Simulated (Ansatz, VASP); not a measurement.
H: VASP beside Ansatz

```
H
1.0
     2.86161    0.00000    0.00000
     0.00000    2.86161    0.00000
     0.00000    0.00000    0.98049
H
1
Cartesian
  0.0000 0.0000 0.4902
```

Change from the starting cell: strain +0.080 along x and y, +0.000 along z, atoms carried along.

Alike in both runs: task single point; functional PBEsol; k mesh 10 × 10 × 26; occupations gaussian, width 0.05 eV; no spin polarisation.

|  | VASP | Ansatz |
| --- | --- | --- |
| version | VASP 6.6.1 | Ansatz 0.2.0 |
| potentials or method | VASP PAW PBE potentials, release 64 (H), cutoff 520 eV | scalar-relativistic, plane waves, PAW |
| valence electrons in the cell | 1 | 1 |

VASP gave:

| Property | Result |
| --- | --- |
| pressure (GPa) | 1.0 |
| traceless stress, the component that is largest in VASP (GPa) | 1.25 |

Q: Estimate Ansatz's values.

A: Pressure (GPa): 1.2; traceless stress, the component that is largest in VASP (GPa): 1.22.

VASP's potentials were made for PBE, not for PBEsol.
